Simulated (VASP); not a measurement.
## RbBr: single point with PBE0

RbBr:

```xyz
2
Lattice="0.0000 3.8695 3.8695 3.8695 0.0000 3.8695 3.8695 3.8695 0.0000" Properties=species:S:1:pos:R:3 pbc="T T T"
Rb    0.0000    0.0000    0.0000
Br    1.9347    1.9347    1.9347
```

```yaml
Program: VASP 6.6.1
Task: single point
Functional: PBE0
Potentials_or_basis: VASP PAW PBE potentials, release 64 (Rb_sv, Br)
Cutoff: 520 eV
k_mesh: 4 × 4 × 4
Occupations: gaussian, width 0.01 eV
Spin: no spin polarisation
Dipole_correction: no
Grid_for_exact_exchange_PRECFOCK: Normal
Further_INCAR_settings: ALGO = Normal; EDIFF = 1e-07; NBANDS = 15
```

```yaml
Pressure: 0.1 GPa
Band_gap_on_the_k_mesh: 5.91 eV, indirect (least direct gap 6.00 eV)
```

Levels at points of the mesh, in eV from the valence-band top:
```tsv
k point	band 6	band 7	band 8	band 9	band 10	band 11
(0.00, 0.00, 0.00)	-0.09	-0.09	-0.09	5.91	10.26	10.26
(0.50, 0.00, 0.00)	-0.30	-0.04	-0.04	8.19	8.34	9.81
(0.50, 0.50, 0.00)	-0.40	0.00	0.00	7.76	8.63	10.53
```

Wall time 17 min on 1 thread of AMD EPYC 9755 128-Core Processor, on a shared host, peak memory 0.23 GiB.

Caveat: the PAW data sets were made with another functional, which shifts forces and pressure a little. A k mesh can miss the band edges.
